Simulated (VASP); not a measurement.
A run of VASP 6.6.1 is set up as follows.

The input POSCAR:

```
PbF2
1.0
    0.0000000000      2.9089856781      2.9870808379
    2.9089856781      0.0000000000      2.9870808379
    2.9089856781      2.9089856781      0.0000000000
Pb F
1 2
Direct
    0.0000000000      0.0000000000      0.0000000000
    0.2500000000      0.2500000000      0.2500000000
    0.7500000000      0.7500000000      0.7500000000
```

Contents of INCAR.step1:

```
PREC = Accurate
ENCUT = 660
ISMEAR = 0
SIGMA = 0.01
LREAL = False
LASPH = True
NELM = 120
NBANDS = 21
GGA = PE
ALGO = Normal
EDIFF = 1E-5
LWAVE = True
LCHARG = False
GGA_COMPAT = False
```

Contents of INCAR.step2:

```
PREC = Accurate
ENCUT = 660
EDIFF = 1E-6
ISMEAR = 0
SIGMA = 0.01
LREAL = False
LASPH = True
NELM = 120
ALGO = Normal
ISIF = 2
LWAVE = False
LCHARG = False
METAGGA = R2SCAN
LMIXTAU = True
NBANDS = 21
ISTART = 1
GGA_COMPAT = False
```

Contents of KPOINTS:

```
regular mesh
0
Gamma
  8 8 8
```

Potentials or basis: VASP PAW PBE potentials, release 64 (Pb_d, F).

Run with:

```console
$ cat potpaw_PBE.64/Pb_d/POTCAR potpaw_PBE.64/F/POTCAR > POTCAR
$ cp INCAR.step1 INCAR
$ mpirun -np 1 vasp_std > vasp.out
$ cp INCAR.step2 INCAR
$ mpirun -np 1 vasp_std > vasp.out
```

Task: What does it give for the band gap on the k mesh?

Result: 4.86 eV (least direct gap 5.03 eV).

Task: Estimate the pressure.

Result: 2.0 GPa.

Stress tensor (GPa, compression positive):
```
2.45 0.00 0.00
0.00 2.45 0.00
0.00 0.00 1.06
```

Caveat: the cell differs from its parent crystal (epitaxial xy strain -1.2%); the PAW data sets were made with another functional, which shifts forces and pressure a little; spin-orbit coupling is left out, which moves the levels of the heavy elements. A k mesh can miss the band edges.
